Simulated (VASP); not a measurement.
# LiSb3 (Pm-3m) in VASP: a series of runs

Runs on LiSb3. Level: PBE+D4. Tasks: single point.

Everything below comes from runs of VASP 6.6.1. Logs are shortened: lines on timing, memory, paths and dates and some standing lists are left out, and cuts for length are marked.

## Step 1: The cell of the first run

The structure is cubic, space group Pm-3m (No. 221). The conventional cell has a = 4.614 Å, b = 4.614 Å, c = 4.614 Å, α = 90.00°, β = 90.00°, γ = 90.00°. Li (site symmetry m-3m) has 12 Sb at 3.26 Å within 4.3 Å. Sb (site symmetry 4/mmm) has 4 Li at 3.26 Å and 8 Sb at 3.26 Å within 4.3 Å.

## Step 2: Single point, PBE+D4

Input file INCAR:

```
PREC = Accurate
ENCUT = 750
EDIFF = 1E-6
ISMEAR = -1
SIGMA = 0.1
LREAL = False
LASPH = True
NELM = 120
ALGO = Normal
ISIF = 2
LWAVE = False
LCHARG = False
GGA = PE
IVDW = 13
NBANDS = 17
GGA_COMPAT = False
```

Input file KPOINTS:

```
Automatic mesh
0
Gamma
  3 3 3
```

Input file POSCAR:

```
LiSb3
1.0
    4.6139856909      0.0000000000      0.0000000000
    0.0000000000      4.6139856909      0.0000000000
    0.0000000000      0.0000000000      4.6139856909
Li Sb
1 3
Direct
    0.0000000000      0.0000000000      0.0000000000
    0.5000000000      0.0000000000      0.5000000000
    0.0000000000      0.5000000000      0.5000000000
    0.5000000000      0.5000000000      0.0000000000
```

Potentials or basis: VASP PAW PBE potentials, release 64 (Li_sv, Sb).

Run with:

```console
> cat potpaw_PBE.64/Li_sv/POTCAR potpaw_PBE.64/Sb/POTCAR > POTCAR
> mpirun -np 1 vasp_std > vasp.out
```

OUTCAR:

```text
PREC = Accurate
   ENCUT = 750
   EDIFF = 1E-6
   ISMEAR = -1
   LREAL = False
   LASPH = True
   NELM = 120
   ISIF = 2
   GGA = PE
   IVDW = 13

 ion  position               nearest neighbor table
   1  0.000  0.000  0.000-
   2  0.500  0.000  0.500-   3 3.26   4 3.26   4 3.26   3 3.26   4 3.26   4 3.26   3 3.26   3 3.26

   3  0.000  0.500  0.500-   2 3.26   4 3.26   4 3.26   2 3.26   2 3.26   4 3.26   4 3.26   2 3.26

   4  0.500  0.500  0.000-   2 3.26   3 3.26   2 3.26   3 3.26   2 3.26   2 3.26   3 3.26   3 3.26

  LATTYP: Found a simple cubic cell.
 ALAT       =     4.6139856909

  Lattice vectors:

 A1 = (   4.6139856909,   0.0000000000,   0.0000000000)
 A2 = (   0.0000000000,   4.6139856909,   0.0000000000)
 A3 = (   0.0000000000,   0.0000000000,   4.6139856909)

Analysis of symmetry for initial positions (statically):
=====================================================================
 Subroutine PRICEL returns:
 Original cell was already a primitive cell.

 Routine SETGRP: Setting up the symmetry group for a
 simple cubic supercell.

 Subroutine GETGRP returns: Found 48 space group operations
[... 9 lines left out ...]

 Routine SETGRP: Setting up the symmetry group for a
 simple cubic supercell.

 Subroutine GETGRP returns: Found 48 space group operations
[... 11 lines left out ...]
                                     Primitive cell

  volume of cell :      98.2265

  direct lattice vectors                    reciprocal lattice vectors
     4.613985691  0.000000000  0.000000000     0.216732358  0.000000000  0.000000000
     0.000000000  4.613985691  0.000000000     0.000000000  0.216732358  0.000000000
     0.000000000  0.000000000  4.613985691     0.000000000  0.000000000  0.216732358

  length of vectors
     4.613985691  4.613985691  4.613985691     0.216732358  0.216732358  0.216732358

  position of ions in fractional coordinates (direct lattice)
     0.000000000  0.000000000  0.000000000
     0.500000000  0.000000000  0.500000000
     0.000000000  0.500000000  0.500000000
     0.500000000  0.500000000  0.000000000

  ion indices of the primitive-cell ions
   primitive index   ion index
                 1           1
                 2           2
                 3           3
                 4           4

----------------------------------------------------------------------------------------

 KPOINTS: Automatic mesh

Automatic generation of k-mesh.
 Grid dimensions read from file:
 generate k-points for:    3    3    3

 Generating k-lattice:

  Cartesian coordinates                     Fractional coordinates (reciprocal lattice)
     0.072244119  0.000000000  0.000000000     0.333333333  0.000000000  0.000000000
     0.000000000  0.072244119  0.000000000     0.000000000  0.333333333  0.000000000
     0.000000000  0.000000000  0.072244119     0.000000000  0.000000000  0.333333333

  Length of vectors
     0.072244119  0.072244119  0.072244119

  Shift w.r.t. Gamma in fractional coordinates (k-lattice)
     0.000000000  0.000000000  0.000000000

 Subroutine IBZKPT returns following result:
 ===========================================

 Found      4 irreducible k-points:

 Following reciprocal coordinates:
            Coordinates               Weight
  0.000000  0.000000  0.000000      1.000000
  0.333333  0.000000  0.000000      6.000000
  0.333333  0.333333  0.000000     12.000000
  0.333333  0.333333  0.333333      8.000000
   k-points           NKPTS =      4   k-points in BZ     NKDIM =      4   number of bands    NBANDS=     17
   number of dos      NEDOS =    301   number of ions     NIONS =      4
   total plane-waves  NPLWV =  74088
   dimension x,y,z NGX =    42 NGY =   42 NGZ =   42
   dimension x,y,z NGXF=    84 NGYF=   84 NGZF=   84
   ions per type =               1   3
   NGX,Y,Z   is equivalent  to a cutoff of  15.13, 15.13, 15.13 a.u.
   NGXF,Y,Z  is equivalent  to a cutoff of  30.27, 30.27, 30.27 a.u.
 SYSTEM =  unknown system
   PREC   = accura    normal or accurate (medium, high low for compatibility)
   ISTART =      0    job   : 0-new  1-cont  2-samecut
   ICHARG =      2    charge: 1-file 2-atom 10-const
   ISPIN  =      1    spin polarized calculation?
   LNONCOLLINEAR =      F non collinear calculations
   LSORBIT =      F    spin-orbit coupling
   LASPH  =      T    aspherical Exc in radial PAW
   ENCUT  =  750.0 eV  55.12 Ry    7.42 a.u.  10.30 10.30 10.30*2*pi/ulx,y,z
   NELM   =    120;   NELMIN=  2; NELMDL= -5     # of ELM steps
   EDIFF  = 0.1E-05   stopping-criterion for ELM
   LREAL  =      F    real-space projection
   EDIFFG = 0.1E-04   stopping-criterion for IOM
   NSW    =      0    number of steps for IOM
   IBRION =     -1    ionic relax: 0-MD 1-quasi-New 2-CG
   NFREE  =      0    steps in history (QN), initial steepest desc. (CG)
   ISIF   =      2    stress and relaxation
   ISYM   =      2    0-nonsym 1-usesym 2-fastsym
   POTIM  = 0.5000    time-step for ionic-motion
   TEBEG  =    0.0;   TEEND  =   0.0 temperature during run
   PSTRESS=    0.0 pullay stress
   NELECT =      18.0000    total number of electrons
   NUPDOWN=      -1.0000    fix difference up-down
   EMIN   =  10.00;   EMAX   =-10.00  energy-range for DOS
   EFERMI =   0.00;   METHOD = LEGACY
   ISMEAR =    -1;   SIGMA  =   0.10  broadening in eV -4-tet -1-fermi 0-gaus
   EFERMI_NEDOS =   21; number of points for ismear=-14 and -15
   IALGO  =     38    algorithm
   IMIX   =      4    mixing-type and parameters
     AMIX     =   0.40;   BMIX     =  1.00
     AMIX_MAG =   1.60;   BMIX_MAG =  1.00
  volume/ion in A,a.u.               =      24.56       165.72
  Fermi-wavevector in a.u.,A,eV,Ry     =   0.929871  1.757202 11.764417  0.864660
  Thomas-Fermi vector in A             =   2.056200
   LORBIT       =      0    0 simple, 1 ext, 2 COOP (PROOUT), +10 PAW based schemes
   GGA     = PE    functional components
   LHFCALC =     F    Hartree Fock is set to
   AEXX    =    0.0000 exact exchange contribution
   IVDW    =    13    specifies the selected vdW correction
   LEPSILON=     F    determine dielectric tensor
   LRPA    =     F    only Hartree local field effects (RPA)
 non-spin polarized calculation
  energy-cutoff  :      750.00
  volume of cell :       98.23
 maximum number of plane-waves:      4625
 NGX is ok and might be reduce to    42
   NGX = 21   NGY = 21   NGZ = 21

 number of electron      17.9999996 magnetization

 Free energy of the ion-electron system (eV)
  ---------------------------------------------------
  ext. energy  EPLUGINS =         0.00000000
  ---------------------------------------------------
  free energy    TOTEN  =       -14.27394363 eV

  energy without entropy =      -14.19882791  energy(sigma->0) =      -14.23638577

 E-fermi :   7.3651     XC(G=0):  -9.6704

 val. band max:        6.7323773313   @ k =   0.3333   0.0000   0.0000
 cond. band min:       7.4593048413   @ k =   0.3333   0.3333   0.0000
 fundamental gap:      0.7269275100
 Fermi energy:         7.3651445657

 k-point     1 :       0.0000    0.0000    0.0000
  band No.  band energies     occupation
      1     -40.0534      2.00000
      2      -5.2001      2.00000
      3       0.1527      2.00000
      4       0.1527      2.00000
      5       2.9760      2.00000
      6       2.9760      2.00000
[... 9 lines left out ...]
     16      12.8086      0.00000
     17      12.8553      0.00000

 k-point     2 :       0.3333    0.0000    0.0000
  band No.  band energies     occupation
      1     -40.0533      2.00000
      2      -4.5507      2.00000
      3      -2.0153      2.00000
      4       0.3503      2.00000
      5       3.6935      2.00000
      6       3.6935      2.00000
[... 9 lines left out ...]
     16      13.4250      0.00000
     17      13.7455      0.00000

 k-point     3 :       0.3333    0.3333    0.0000
  band No.  band energies     occupation
      1     -40.0533      2.00000
      2      -3.8788      2.00000
      3      -1.9281      2.00000
      4      -1.1888      2.00000
      5       3.1904      2.00000
      6       4.3950      2.00000
[... 9 lines left out ...]
     16      12.1723      0.00000
     17      14.5489      0.00000

 k-point     4 :       0.3333    0.3333    0.3333
  band No.  band energies     occupation
      1     -40.0533      2.00000
      2      -3.2228      2.00000
      3      -1.5706      2.00000
      4      -1.5706      2.00000
      5       1.8183      2.00000
      6       3.4664      2.00000
[... 9 lines left out ...]
     16      14.6506      0.00000
     17      14.6506      0.00000

------------------------ aborting loop because EDIFF is reached ----------------------------------------

  DFT-D4 for vdW energy calculation

  Edisp (eV):   -1.54544

  FORCE on cell =-STRESS in cart. coord.  units (eV):
  Direction    XX          YY          ZZ          XY          YZ          ZX
  --------------------------------------------------------------------------------------
  -------------------------------------------------------------------------------------
  Total      -0.02976    -0.02976    -0.02976     0.00000    -0.00000    -0.00000
  in kB      -0.48537    -0.48537    -0.48537     0.00000    -0.00000    -0.00000
  external pressure =       -0.49 kB  Pullay stress =        0.00 kB

 VOLUME and BASIS-vectors are now :
 -----------------------------------------------------------------------------
  energy-cutoff  :      750.00
  volume of cell :       98.23
      direct lattice vectors                 reciprocal lattice vectors
     4.613985691  0.000000000  0.000000000     0.216732358  0.000000000  0.000000000
     0.000000000  4.613985691  0.000000000     0.000000000  0.216732358  0.000000000
     0.000000000  0.000000000  4.613985691     0.000000000  0.000000000  0.216732358

 POSITION                                       TOTAL-FORCE (eV/Angst)
 -----------------------------------------------------------------------------------
      0.00000      0.00000      0.00000         0.000000      0.000000      0.000000
      2.30699      0.00000      2.30699         0.000000      0.000000      0.000000
      0.00000      2.30699      2.30699         0.000000      0.000000      0.000000
      2.30699      2.30699      0.00000         0.000000      0.000000      0.000000
 -----------------------------------------------------------------------------------
    total drift:                               -0.000000     -0.000000      0.000000

  FREE ENERGIE OF THE ION-ELECTRON SYSTEM (eV)
  ---------------------------------------------------
  free  energy   TOTEN  =       -15.8193859482 eV

  energy  without entropy=      -15.7442702342  energy(sigma->0) =      -15.78182809
```

Wall time 32 s (1 thread of Intel Xeon 8259CL, shared host); peak memory 0.24 GiB.

What came out:

```
Free energy                : -15.8194 eV
Pressure                   : 0.0 GPa
Band gap on the k mesh     : zero (band 9 reaches 8.87 eV, above the bottom of band 10 at 6.73 eV)
Dispersion energy per atom : -0.386 eV
```

Levels at points of the mesh, in eV from the Fermi level:
```tsv
k point	band 5	band 6	band 7	band 8	band 9	band 10	band 11	band 12
(0.00, 0.00, 0.00)	-4.39	-4.39	-4.39	0.71	0.93	0.93	0.93	2.70
```

Caveat: the k points lie up to 0.45 Å⁻¹ apart; spin-orbit coupling is left out, which moves the levels of the heavy elements; pairwise dispersion overbinds metals, which lowers pressure and volume.

[end of part 1 of 2]
